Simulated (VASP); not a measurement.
A run of VASP 6.6.1:

POSCAR

```
Sb
1.0
    3.0833436100      0.0000000000      0.0000000000
    0.0000000000      3.0833436100      0.0000000000
    0.0000000000      0.0000000000      3.0833436100
Sb
1
Direct
    0.0000000000      0.0000000000      0.0000000000
```

INCAR.step1

```
SYSTEM = Sb
ALGO = Normal
EDIFF = 1E-4
ENCUT = 520
GGA = PE
ISMEAR = -1
LASPH = .TRUE.
LCHARG = .FALSE.
LREAL = .FALSE.
LWAVE = .TRUE.
NBANDS = 8
NELM = 100
PREC = Accurate
SIGMA = 0.05
```

INCAR.step2

```
SYSTEM = Sb
ALGO = Normal
EDIFF = 1E-8
ENCUT = 520
ISIF = 2
ISMEAR = -1
ISTART = 1
LASPH = .TRUE.
LCHARG = .FALSE.
LEFG = .TRUE.
LMIXTAU = .TRUE.
LREAL = .FALSE.
LWAVE = .FALSE.
METAGGA = R2SCAN
NBANDS = 8
NELM = 100
PREC = Accurate
SIGMA = 0.05
```

The input KPOINTS:

```
k-points
0
G
  12 12 12
  0 0 0
```

Potentials or basis: VASP PAW PBE potentials, release 64 (Sb).

Run with:

```sh
$ cat potpaw_PBE.64/Sb/POTCAR > POTCAR
$ cp INCAR.step1 INCAR
$ mpirun -np 1 vasp_std > vasp.out
$ cp INCAR.step2 INCAR
$ mpirun -np 1 vasp_std > vasp.out
```

Hardware: 1 thread of Intel(R) Xeon(R) 6975P-C (Granite Rapids) (shared host).

**Question.** How long does it take, and how much memory?

**Answer.** Run time: 20 s on 1 thread of Intel(R) Xeon(R) 6975P-C (Granite Rapids), on a shared host, peak memory 0.15 GiB. Counts: k points 84.
